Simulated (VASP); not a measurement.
# KI (I4mm) in VASP: a series of runs, part 2 of 2

VASP 6.6.1. The steps go on from the part before.

## 3. Single point, PBE

INCAR

```
SYSTEM = KI
PREC = Accurate
ENCUT = 520
EDIFF = 1E-6
ISMEAR = 0
SIGMA = 0.05
LREAL = .FALSE.
LASPH = .TRUE.
NELM = 100
ALGO = Normal
ISIF = 2
LWAVE = .FALSE.
LCHARG = .FALSE.
GGA = PE
NBANDS = 15
```

KPOINTS

```
regular mesh
0
G
  6 6 6
  0 0 0
```

POSCAR

```
KI
1.0
    0.0000000000      3.5396144312      3.5873258652
    3.5396144312      0.0000000000      3.5873258652
    3.5396144312      3.5396144312      0.0000000000
K I
1 1
Direct
   -0.0711393416     -0.0711393416      0.0711393416
    0.5219174889      0.5219174889      0.4780825111
```

Potentials or basis: VASP PAW PBE potentials, release 64 (K_sv, I).

Launch:

```sh
cat potpaw_PBE.64/K_sv/POTCAR potpaw_PBE.64/I/POTCAR > POTCAR
mpirun -np 1 vasp_std > vasp.out
```

OUTCAR:

```text
SYSTEM = KI
   PREC = Accurate
   ENCUT = 520
   EDIFF = 1E-6
   ISMEAR = 0
   LREAL = .FALSE.
   LASPH = .TRUE.
   NELM = 100
   ISIF = 2
   GGA = PE

 ion  position               nearest neighbor table
   1  0.929  0.929  0.071-   2 2.92   2 3.60   2 3.60   2 3.60   2 3.60
   2  0.522  0.522  0.478-   1 2.92   1 3.60   1 3.60   1 3.60   1 3.60

  LATTYP: Found a body centered tetragonal cell.
 ALAT       =     5.0057707342
 C/A-ratio  =     1.4332761350

  Lattice vectors:

 A1 = (  -3.5396144312,   0.0000000000,   3.5873258652)
 A2 = (   3.5396144312,   0.0000000000,   3.5873258652)
 A3 = (   0.0000000000,   3.5396144312,  -3.5873258652)

Analysis of symmetry for initial positions (statically):
=====================================================================
 Subroutine PRICEL returns:
 Original cell was already a primitive cell.

 Routine SETGRP: Setting up the symmetry group for a
 body centered tetragonal supercell.

 Subroutine GETGRP returns: Found  8 space group operations
 (whereof  8 operations were pure point group operations)
 out of a pool of 16 trial point group operations.

The static configuration has the point symmetry C_4v.

[... 176 lines left out ...]
      7      -0.6184      2.00000
      8      -0.5975      2.00000
      9       3.3937      0.00000
     10       6.1385      0.00000
     11       6.2823      0.00000
     12       6.2823      0.00000
     13       6.8334      0.00000
     14       7.3431      0.00000
[... 401 lines left out ...]
      2     -12.6969      2.00000
      3     -12.5068      2.00000
      4     -12.4828      2.00000
      5     -10.7317      2.00000
      6      -1.4602      2.00000
      7      -1.0843      2.00000
      8      -0.8714      2.00000
      9       5.0024      0.00000
     10       5.5533      0.00000
     11       7.2198      0.00000
     12       7.7754      0.00000
     13       8.3250      0.00000
     14       8.6084      0.00000
     15       9.1106      0.00000

 [... further k-points ...]

------------------------ aborting loop because EDIFF is reached ----------------------------------------

  FORCE on cell =-STRESS in cart. coord.  units (eV):
  Direction    XX          YY          ZZ          XY          YZ          ZX
  --------------------------------------------------------------------------------------
  -------------------------------------------------------------------------------------
  Total        0.0580798      0.0580798      3.8721837      0.0000000     -0.0000000      0.0000000
  in kB        1.0351966      1.0351966     69.0166377      0.0000000     -0.0000000      0.0000000
  external PRESSURE =      23.6956770 kB  Pullay stress =       0.0000000 kB

 VOLUME and BASIS-vectors are now :
 -----------------------------------------------------------------------------
  energy-cutoff  :      520.00
  volume of cell :       89.89
      direct lattice vectors                 reciprocal lattice vectors
     0.000000000  3.539614431  3.587325865    -0.141258323  0.141258323  0.139379588
     3.539614431  0.000000000  3.587325865     0.141258323 -0.141258323  0.139379588
     3.539614431  3.539614431  0.000000000     0.141258323  0.141258323 -0.139379588

 POSITION                                       TOTAL-FORCE (eV/Angst)
 -----------------------------------------------------------------------------------
      3.53961      3.53961      6.66425         0.000000      0.000000      1.445084
      3.53961      3.53961      3.74458         0.000000      0.000000     -1.445084
 -----------------------------------------------------------------------------------
    total drift:                               -0.000000     -0.000000     -0.000240

  FREE ENERGIE OF THE ION-ELECTRON SYSTEM (eV)
  ---------------------------------------------------
  free  energy   TOTEN  =        -5.2328711097 eV

  energy  without entropy=       -5.2328711097  energy(sigma->0) =       -5.23287111
```

stdout:

```text
POSCAR found type information on POSCAR K I
 POSCAR found :  2 types and       2 ions
 scaLAPACK will be used
 LDA part: xc-table for (Slater+PW92), standard interpolation
 POSCAR, INCAR and KPOINTS ok, starting setup
 FFT: planning ... GRIDC
 FFT: planning ... GRID_SOFT
 FFT: planning ... GRID
 WAVECAR not read
 entering main loop
```

Run time: 60 s. Hardware: 1 thread of Intel Xeon 8259CL, shared host; peak memory 0.25 GiB.

What came out:

```
Free energy            : -5.2329 eV
Pressure               : 2.4 GPa
Largest force          : 1.445 eV/Å
Band gap on the k mesh : 3.99 eV, direct
```

Forces on the atoms (eV/Å):
```
K    0.000  0.000  1.445
I    0.000  0.000 -1.445
```

Stress tensor (GPa, compression positive):
```
0.10 0.00 0.00
0.00 0.10 0.00
0.00 0.00 6.90
```

Levels at points of the mesh, in eV from the valence-band top:
| k point | band 4 | band 5 | band 6 | band 7 | band 8 | band 9 | band 10 | band 11 | band 12 | band 13 |
| --- | --- | --- | --- | --- | --- | --- | --- | --- | --- | --- |
| (0.00, 0.00, 0.00) | -11.87 | -10.33 | -0.02 | -0.02 | 0.00 | 3.99 | 6.74 | 6.88 | 6.88 | 7.43 |
| (0.50, 0.00, 0.00) | -11.87 | -10.07 | -1.18 | -0.23 | -0.20 | 5.49 | 7.28 | 7.92 | 8.13 | 8.55 |
| (0.50, 0.50, 0.00) | -11.89 | -10.11 | -0.80 | -0.27 | -0.27 | 5.09 | 5.73 | 7.36 | 8.41 | 9.27 |
| (0.50, 0.00, 0.50) | -11.88 | -10.16 | -0.89 | -0.43 | -0.25 | 5.36 | 5.73 | 8.25 | 8.85 | 8.85 |

Caveat: spin-orbit coupling is left out, which moves the levels of the heavy elements; forces of over 1 eV/Å act on the atoms, so gaps and moduli don't describe the material at rest.

## 4. Single point, PBE

This run uses another cell than the first one, of 46.16 Å³/atom, 1.027 times its volume.

INCAR

```
PREC = Accurate ; ENCUT = 520
EDIFF = 1E-6 ; ISMEAR = 0
SIGMA = 0.05 ; LREAL = F
LASPH = T ; NELM = 60
ALGO = Normal ; ISIF = 2
LWAVE = F ; LCHARG = F
GGA = PE ; NBANDS = 15
```

KPOINTS

```
regular mesh
0
Gamma
  6 6 6
```

POSCAR

```
KI
1.0
    0.0000000000      3.5873258652      3.5873258652
    3.5873258652      0.0000000000      3.5873258652
    3.5873258652      3.5873258652      0.0000000000
K I
1 1
Direct
   -0.0533545062     -0.0533545062      0.0533545062
    0.5164381167      0.5164381167      0.4835618833
```

Launch:

```sh
cat potpaw_PBE.64/K_sv/POTCAR potpaw_PBE.64/I/POTCAR > POTCAR
mpirun -np 1 vasp_std > vasp.out
```

It took 62 s on 1 thread of Intel Xeon 8259CL, shared host; peak memory 0.25 GiB.

Results (log left out):

```
Free energy            : -5.4139 eV
Pressure               : 1.1 GPa
Largest force          : 0.781 eV/Å
Band gap on the k mesh : 3.91 eV, direct
```

Forces in eV/Å, atoms in the order of the input:
```
K    0.000  0.000  0.781
I    0.000  0.000 -0.781
```

Stress tensor (GPa, compression positive):
```
-0.10  0.00  0.00
 0.00 -0.10  0.00
 0.00  0.00  3.40
```

Levels at points of the mesh, in eV from the valence-band top:
```tsv
k point	band 6	band 7	band 8	band 9	band 10	band 11
(0.00, 0.00, 0.00)	0.00	0.00	0.00	3.91	6.68	6.71
(0.50, 0.00, 0.00)	-1.16	-0.24	-0.23	5.48	7.34	7.91
(0.50, 0.50, 0.00)	-0.83	-0.29	-0.29	5.08	5.70	7.53
(0.00, 0.50, 0.50)	-0.88	-0.36	-0.29	5.23	5.68	8.16
```

Caveat: spin-orbit coupling is left out, which moves the levels of the heavy elements.
